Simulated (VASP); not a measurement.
# ZnCu (Pm-3m) in VASP: notebook

ZnCu is run at these levels: PBE; tasks: single point.

Program: VASP 6.6.1. These are calculated values, not measurements. Logs are shortened: lines on timing, memory, paths and dates and some standing lists are left out, and cuts for length are marked.

## 1. The cell of the first run

The structure is cubic, space group Pm-3m (No. 221). Conventional cell: a = 2.945 Å, b = 2.945 Å, c = 2.945 Å, α = 90.00°, β = 90.00°, γ = 90.00°. Within 3.4 Å of Zn (site symmetry m-3m) lie 8 Cu at 2.55 Å and 6 Zn at 2.94 Å. Within 3.4 Å of Cu (site symmetry m-3m) lie 8 Zn at 2.55 Å and 6 Cu at 2.94 Å.

## 2. Single point, PBE, collinear spin, zero start

INCAR reads:

```
SYSTEM = ZnCu
PREC = Accurate
ENCUT = 520
EDIFF = 1E-6
ISMEAR = -1
SIGMA = 0.05
LREAL = .FALSE.
LASPH = .TRUE.
NELM = 150
ALGO = Normal
ISIF = 2
LWAVE = .FALSE.
LCHARG = .TRUE.
ISPIN = 2
MAGMOM = 0 0
LORBIT = 11
NUPDOWN = 0.0
LMAXMIX = 4
GGA = PE
LELF = .TRUE.
LVHAR = .TRUE.
NBANDS = 22
```

KPOINTS reads:

```
regular mesh
0
G
  10 10 10
  0 0 0
```

POSCAR reads:

```
ZnCu
1.0
    2.9450000000      0.0000000000      0.0000000000
    0.0000000000      2.9450000000      0.0000000000
    0.0000000000      0.0000000000      2.9450000000
Zn Cu
1 1
Direct
    0.5000000000      0.5000000000      0.5000000000
    0.0000000000      0.0000000000      0.0000000000
```

Potentials or basis: VASP PAW PBE potentials, release 64 (Zn, Cu).

Started as:

```console
$ cat potpaw_PBE.64/Zn/POTCAR potpaw_PBE.64/Cu/POTCAR > POTCAR
$ mpirun -np 1 vasp_std > vasp.out
```

OUTCAR:

```text
SYSTEM = ZnCu
   PREC = Accurate
   ENCUT = 520
   EDIFF = 1E-6
   ISMEAR = -1
   LREAL = .FALSE.
   LASPH = .TRUE.
   NELM = 150
   ISIF = 2
   ISPIN = 2
   LORBIT = 11
   NUPDOWN = 0.0
   GGA = PE

 ion  position               nearest neighbor table
   1  0.500  0.500  0.500-   2 2.55   2 2.55   2 2.55   2 2.55   2 2.55   2 2.55   2 2.55   2 2.55

   2  0.000  0.000  0.000-   1 2.55   1 2.55   1 2.55   1 2.55   1 2.55   1 2.55   1 2.55   1 2.55

  LATTYP: Found a simple cubic cell.
 ALAT       =     2.9450000000

  Lattice vectors:

 A1 = (   2.9450000000,   0.0000000000,   0.0000000000)
 A2 = (   0.0000000000,   2.9450000000,   0.0000000000)
 A3 = (   0.0000000000,   0.0000000000,   2.9450000000)

Analysis of symmetry for initial positions (statically):
=====================================================================
 Subroutine PRICEL returns:
 Original cell was already a primitive cell.

 Routine SETGRP: Setting up the symmetry group for a
 simple cubic supercell.

 Subroutine GETGRP returns: Found 48 space group operations
 (whereof 48 operations were pure point group operations)
 out of a pool of 48 trial point group operations.

The static configuration has the point symmetry O_h .

Analysis of symmetry for dynamics (positions and initial velocities):
=====================================================================
 Subroutine PRICEL returns:
 Original cell was already a primitive cell.

 Routine SETGRP: Setting up the symmetry group for a
 simple cubic supercell.

 Subroutine GETGRP returns: Found 48 space group operations
 (whereof 48 operations were pure point group operations)
 out of a pool of 48 trial point group operations.

The dynamic configuration has the point symmetry O_h .

Analysis of structural, dynamic, and magnetic symmetry:
=====================================================================
 Subroutine PRICEL returns:
 Original cell was already a primitive cell.

 Routine SETGRP: Setting up the symmetry group for a
 simple cubic supercell.

 Subroutine GETGRP returns: Found 48 space group operations
 (whereof 48 operations were pure point group operations)
 out of a pool of 48 trial point group operations.

The overall configuration has the point symmetry O_h .

 Subroutine INISYM returns: Found 48 space group operations
 (whereof 48 operations are pure point group operations),
 and found     1 'primitive' translations

----------------------------------------------------------------------------------------

                                     Primitive cell

  volume of cell :      25.5421

  direct lattice vectors                    reciprocal lattice vectors
     2.945000000  0.000000000  0.000000000     0.339558574  0.000000000  0.000000000
     0.000000000  2.945000000  0.000000000     0.000000000  0.339558574  0.000000000
     0.000000000  0.000000000  2.945000000     0.000000000  0.000000000  0.339558574

  length of vectors
     2.945000000  2.945000000  2.945000000     0.339558574  0.339558574  0.339558574

  position of ions in fractional coordinates (direct lattice)
     0.500000000  0.500000000  0.500000000
     0.000000000  0.000000000  0.000000000

  ion indices of the primitive-cell ions
   primitive index   ion index
                 1           1
                 2           2

----------------------------------------------------------------------------------------

 KPOINTS: regular mesh

Automatic generation of k-mesh.
 Grid dimensions read from file:
 generate k-points for:   10   10   10

 Generating k-lattice:

  Cartesian coordinates                     Fractional coordinates (reciprocal lattice)
     0.033955857  0.000000000  0.000000000     0.100000000  0.000000000  0.000000000
     0.000000000  0.033955857  0.000000000     0.000000000  0.100000000  0.000000000
     0.000000000  0.000000000  0.033955857     0.000000000  0.000000000  0.100000000

  Length of vectors
     0.033955857  0.033955857  0.033955857

  Shift w.r.t. Gamma in fractional coordinates (k-lattice)
     0.000000000  0.000000000  0.000000000

 Subroutine IBZKPT returns following result:
 ===========================================

 Found     56 irreducible k-points:

 Following reciprocal coordinates:
            Coordinates               Weight
  0.000000  0.000000  0.000000      1.000000
  0.100000  0.000000  0.000000      6.000000
  0.200000  0.000000  0.000000      6.000000
  0.300000  0.000000  0.000000      6.000000
  0.400000  0.000000  0.000000      6.000000
  0.500000  0.000000  0.000000      3.000000
[... 16 lines left out ...]
  0.200000  0.100000  0.100000     24.000000
  0.300000  0.100000  0.100000     24.000000
 [... further k-points ...]
   k-points           NKPTS =     56   k-points in BZ     NKDIM =     56   number of bands    NBANDS=     22
   number of dos      NEDOS =    301   number of ions     NIONS =      2
   total plane-waves  NPLWV =  13824
   dimension x,y,z NGX =    24 NGY =   24 NGZ =   24
   dimension x,y,z NGXF=    48 NGYF=   48 NGZF=   48
   ions per type =               1   1
   NGX,Y,Z   is equivalent  to a cutoff of  13.55, 13.55, 13.55 a.u.
   NGXF,Y,Z  is equivalent  to a cutoff of  27.10, 27.10, 27.10 a.u.
 SYSTEM =  ZnCu
   PREC   = accura    normal or accurate (medium, high low for compatibility)
   ISTART =      0    job   : 0-new  1-cont  2-samecut
   ICHARG =      2    charge: 1-file 2-atom 10-const
   ISPIN  =      2    spin polarized calculation?
   LNONCOLLINEAR =      F non collinear calculations
   LSORBIT =      F    spin-orbit coupling
   LASPH  =      T    aspherical Exc in radial PAW
   ENCUT  =  520.0 eV  38.22 Ry    6.18 a.u.   5.48  5.48  5.48*2*pi/ulx,y,z
   NELM   =    150;   NELMIN=  2; NELMDL= -5     # of ELM steps
   EDIFF  = 0.1E-05   stopping-criterion for ELM
   LREAL  =      F    real-space projection
   EDIFFG = 0.1E-04   stopping-criterion for IOM
   NSW    =      0    number of steps for IOM
   IBRION =     -1    ionic relax: 0-MD 1-quasi-New 2-CG
   NFREE  =      0    steps in history (QN), initial steepest desc. (CG)
   ISIF   =      2    stress and relaxation
   ISYM   =      2    0-nonsym 1-usesym 2-fastsym
   POTIM  = 0.5000    time-step for ionic-motion
   TEBEG  =    0.0;   TEEND  =   0.0 temperature during run
   PSTRESS=    0.0 pullay stress
   NELECT =      23.0000    total number of electrons
   NUPDOWN=       0.0000    fix difference up-down
   EMIN   =  10.00;   EMAX   =-10.00  energy-range for DOS
   EFERMI =   0.00;   METHOD = LEGACY
   ISMEAR =    -1;   SIGMA  =   0.05  broadening in eV -4-tet -1-fermi 0-gaus
   EFERMI_NEDOS =   21; number of points for ismear=-14 and -15
   IALGO  =     38    algorithm
   IMIX   =      4    mixing-type and parameters
     AMIX     =   0.40;   BMIX     =  1.00
     AMIX_MAG =   1.60;   BMIX_MAG =  1.00
  volume/ion in A,a.u.               =      12.77        86.18
  Fermi-wavevector in a.u.,A,eV,Ry     =   1.580880  2.987429 34.003415  2.499180
  Thomas-Fermi vector in A             =   2.681040
   LORBIT       =     11    0 simple, 1 ext, 2 COOP (PROOUT), +10 PAW based schemes
   GGA     = PE    functional components
   LHFCALC =     F    Hartree Fock is set to
   AEXX    =    0.0000 exact exchange contribution
   IVDW    =     0    specifies the selected vdW correction
   LEPSILON=     F    determine dielectric tensor
   LRPA    =     F    only Hartree local field effects (RPA)
 spin polarized calculation
  energy-cutoff  :      520.00
  volume of cell :       25.54
 maximum number of plane-waves:       711
 NGX is ok and might be reduce to    24
   NGX = 11   NGY = 11   NGZ = 11

 number of electron      23.0000000 magnetization      -0.0000000

 number of electron      23.0000000 magnetization       0.0000000

 Free energy of the ion-electron system (eV)
  ---------------------------------------------------
  ext. energy  EPLUGINS =         0.00000000
  ---------------------------------------------------
  free energy    TOTEN  =        -5.00469078 eV

  energy without entropy =       -4.99938544  energy(sigma->0) =       -5.00203811

 E-fermi :   5.6497     XC(G=0): -12.4017

 val. band max:        5.6235500433   @ k =   0.4000   0.4000   0.4000
 cond. band min:       5.7831808356   @ k =   0.3000   0.1000   0.1000
 fundamental gap:      0.1596307924
 Fermi energy:         5.6497337562

 spin component 1

 k-point     1 :       0.0000    0.0000    0.0000
  band No.  band energies     occupation
      1      -4.7966      1.00000
      2      -2.3080      1.00000
      3      -2.3080      1.00000
      4      -1.6128      1.00000
      5      -1.6128      1.00000
      6      -1.6128      1.00000
[... 14 lines left out ...]
     21      30.1504      0.00000
     22      30.1504      0.00000

 k-point     2 :       0.1000    0.0000    0.0000
  band No.  band energies     occupation
      1      -4.6159      1.00000
      2      -2.2873      1.00000
      3      -2.2692      1.00000
      4      -1.6285      1.00000
      5      -1.6285      1.00000
      6      -1.6050      1.00000
[... 14 lines left out ...]
     21      28.3865      0.00000
     22      29.7036      0.00000

 k-point     3 :       0.2000    0.0000    0.0000
  band No.  band energies     occupation
      1      -4.0868      1.00000
      2      -2.2324      1.00000
      3      -2.1576      1.00000
      4      -1.6697      1.00000
      5      -1.6697      1.00000
      6      -1.5843      1.00000
[... 14 lines left out ...]
     21      25.9634      0.00000
     22      30.3108      0.00000
[... 476 lines left out ...]
 k-point    23 :       0.2000    0.1000    0.1000
  band No.  band energies     occupation
      1      -3.7478      1.00000
      2      -2.1730      1.00000
      3      -2.1116      1.00000
      4      -1.7003      1.00000
      5      -1.6842      1.00000
      6      -1.6101      1.00000
[... 14 lines left out ...]
     21      28.2115      0.00000
     22      29.4170      0.00000

 k-point    24 :       0.3000    0.1000    0.1000
  band No.  band energies     occupation
      1      -2.9922      1.00000
      2      -2.1118      1.00000
      3      -1.9661      1.00000
      4      -1.7581      1.00000
      5      -1.6591      1.00000
      6      -1.5871      1.00000
[... 14 lines left out ...]
     21      26.8705      0.00000
     22      28.2901      0.00000

 [... further k-points ...]

 spin component 2

 k-point     1 :       0.0000    0.0000    0.0000
  band No.  band energies     occupation
      1      -4.7966      1.00000
      2      -2.3080      1.00000
      3      -2.3080      1.00000
      4      -1.6128      1.00000
      5      -1.6128      1.00000
      6      -1.6128      1.00000
[... 14 lines left out ...]
     21      30.1504      0.00000
     22      30.1504      0.00000

 k-point     2 :       0.1000    0.0000    0.0000
  band No.  band energies     occupation
      1      -4.6159      1.00000
      2      -2.2873      1.00000
      3      -2.2692      1.00000
      4      -1.6286      1.00000
      5      -1.6286      1.00000
      6      -1.6050      1.00000
[... 14 lines left out ...]
     21      28.3865      0.00000
     22      29.7036      0.00000

 k-point     3 :       0.2000    0.0000    0.0000
  band No.  band energies     occupation
      1      -4.0868      1.00000
      2      -2.2324      1.00000
      3      -2.1576      1.00000
      4      -1.6697      1.00000
      5      -1.6697      1.00000
      6      -1.5843      1.00000
[... 14 lines left out ...]
     21      25.9634      0.00000
     22      30.3108      0.00000
[... 476 lines left out ...]
 k-point    23 :       0.2000    0.1000    0.1000
  band No.  band energies     occupation
      1      -3.7478      1.00000
      2      -2.1730      1.00000
      3      -2.1116      1.00000
      4      -1.7003      1.00000
      5      -1.6842      1.00000
      6      -1.6101      1.00000
[... 14 lines left out ...]
     21      28.2115      0.00000
     22      29.4170      0.00000

 k-point    24 :       0.3000    0.1000    0.1000
  band No.  band energies     occupation
      1      -2.9922      1.00000
      2      -2.1118      1.00000
      3      -1.9661      1.00000
      4      -1.7581      1.00000
      5      -1.6591      1.00000
      6      -1.5871      1.00000
[... 14 lines left out ...]
     21      26.8705      0.00000
     22      28.2901      0.00000

 [... further k-points ...]
[... 5 lines left out ...]
  --------------------------------------------------------------------------------------
  -------------------------------------------------------------------------------------
  Total        0.4652823      0.4652823      0.4652823      0.0000000      0.0000000     -0.0000000
  in kB       29.1857732     29.1857732     29.1857732      0.0000000      0.0000000     -0.0000000
  external PRESSURE =      29.1857732 kB  Pullay stress =       0.0000000 kB

 VOLUME and BASIS-vectors are now :
 -----------------------------------------------------------------------------
  energy-cutoff  :      520.00
  volume of cell :       25.54
      direct lattice vectors                 reciprocal lattice vectors
     2.945000000  0.000000000  0.000000000     0.339558574  0.000000000  0.000000000
     0.000000000  2.945000000  0.000000000     0.000000000  0.339558574  0.000000000
     0.000000000  0.000000000  2.945000000     0.000000000  0.000000000  0.339558574

 POSITION                                       TOTAL-FORCE (eV/Angst)
 -----------------------------------------------------------------------------------
      1.47250      1.47250      1.47250         0.000000      0.000000      0.000000
      0.00000      0.00000      0.00000         0.000000      0.000000      0.000000
 -----------------------------------------------------------------------------------
    total drift:                                0.000000      0.000000     -0.000000

  FREE ENERGIE OF THE ION-ELECTRON SYSTEM (eV)
  ---------------------------------------------------
  free  energy   TOTEN  =        -5.0046907844 eV

  energy  without entropy=       -4.9993854370  energy(sigma->0) =       -5.00203811

 total charge

# of ion       s       p       d       tot
------------------------------------------
    1        0.582   0.522   9.737  10.841
    2        0.426   0.382   9.180   9.988
--------------------------------------------------
tot          1.008   0.904  18.916  20.829

 magnetization (x)

# of ion       s       p       d       tot
------------------------------------------
    1       -0.000  -0.000   0.000   0.000
    2       -0.000  -0.000   0.000  -0.000
--------------------------------------------------
tot         -0.000  -0.000   0.000   0.000
```

Run time: 54 s. Hardware: 1 thread of AMD EPYC 7R43 (Zen 3), shared host; peak memory 0.14 GiB.

What came out:

```yaml
Free_energy: -5.0047 eV
Pressure: 2.9 GPa
Net_moment: 0.00 μB per cell
Valence_electrons_inside_the_program's_atomic_spheres: Zn 10.84; Cu 9.99
```

Caveat: the total moment is fixed, so each spin has its own Fermi level.

## 3. Single point, PBE, collinear spin, zero start

INCAR reads:

```
PREC = Accurate
ENCUT = 520
EDIFF = 1E-6
ISMEAR = -1
SIGMA = 0.05
LREAL = False
LASPH = True
NELM = 150
ALGO = Normal
ISIF = 2
LWAVE = False
LCHARG = False
ISPIN = 2
MAGMOM = 0 0
LORBIT = 11
NUPDOWN = 0.0
LMAXMIX = 4
GGA = PE
NBANDS = 22
```

KPOINTS reads:

```
regular mesh
0
Gamma
  10 10 10
```

POSCAR is that of step 2.

Potentials or basis: VASP PAW PBE potentials, release 64 (Zn, Cu).

Started as:

```console
$ cat potpaw_PBE.64/Zn/POTCAR potpaw_PBE.64/Cu/POTCAR > POTCAR
$ mpirun -np 1 vasp_std > vasp.out
```

It took 53 s on 1 thread of AMD EPYC 7R43 (Zen 3), shared host; peak memory 0.14 GiB.

It converged, with:

```yaml
Free_energy: -5.0047 eV
Pressure: 2.9 GPa
Net_moment: 0.00 μB per cell
Valence_electrons_inside_the_program's_atomic_spheres: Zn 10.84; Cu 9.99
```

Caveat: the total moment is fixed, so each spin has its own Fermi level.
